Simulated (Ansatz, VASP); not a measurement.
KI in VASP and in Ansatz

File INCAR:

```
SYSTEM = KI
PREC = Accurate
ENCUT = 520
EDIFF = 1E-6
ISMEAR = 0
SIGMA = 0.05
LREAL = .False.
LASPH = .True.
NELM = 100
ALGO = Normal
ISIF = 2
LWAVE = .False.
LCHARG = .False.
GGA = CA
NBANDS = 15
```

The input KPOINTS:

```
Automatic mesh
0
Gamma
  6 6 6
  0 0 0
```

Contents of POSCAR:

```
KI
1.0
    0.0000000000      3.3198591262      3.4109309835
    3.3198591262      0.0000000000      3.4109309835
    3.3198591262      3.3198591262      0.0000000000
K I
1 1
Direct
   -0.0724142474     -0.0724142474      0.0724142474
    0.5223102777      0.5223102777      0.4776897223
```

Input for Ansatz:

```yaml
crystal:
  lattice:
    - [0.0, 3.3198591262, 3.4109309835]
    - [3.3198591262, 0.0, 3.4109309835]
    - [3.3198591262, 3.3198591262, 0.0]
  atoms:
    - { symbol: K, position: [-0.0724142474, -0.0724142474, 0.0724142474] }
    - { symbol: I, position: [0.5223102777, 0.5223102777, 0.4776897223] }
basis:
  ecutwfc: 420
kpoints:
  mp_grid: { grid: [6, 6, 6] }
hamiltonian:
  xc: lda
  pseudopotentials: { kind: paw }
scf:
  occupations: { method: gaussian, width: 0.05 }
output:
  forces: true
  stress: true
  eigenvalues: true
```

Change from the starting cell: mode 6 frozen in at -0.494 Å, equal normal strain along x and y -0.0267.

Alike in both runs: task single point; functional LDA; k mesh 6 × 6 × 6; occupations gaussian, width 0.05 eV; no spin polarisation.

|  | VASP | Ansatz |
| --- | --- | --- |
| version | VASP 6.6.1 | Ansatz 0.2.0 |
| potentials or method | VASP PAW LDA potentials, release 64 (K_sv, I), cutoff 520 eV | scalar-relativistic, plane waves, PAW |
| valence electrons in the cell | 16 | 26 |

Ansatz gave:

| Property | Result |
| --- | --- |
| gap on the k mesh at the Fermi level (eV) | 4.05 |
| least direct gap on the mesh (eV) | 4.05 |
| pressure (GPa) | 4.0 |
| traceless stress, the component that is largest in VASP (GPa) | 7.20 |
| rms of the force components (eV/Å) | 1.227 |

**Question.** What did VASP give for the same quantities?

**Answer.** gap on the k mesh at the Fermi level (eV): 4.05; least direct gap on the mesh (eV): 4.05; pressure (GPa): 4.2; traceless stress, the component that is largest in VASP (GPa): 7.31; rms of the force components (eV/Å): 1.248.

LDA's correlation is that of Perdew and Zunger in VASP and of Perdew and Wang (1992) in Ansatz. Atom by atom the forces differ by 0.020 eV/Å (rms over components). VASP's potentials hold 16 valence electrons a cell and Ansatz's 26, so a difference there can come from the potentials and not from the codes.

Spin-orbit coupling is off throughout.
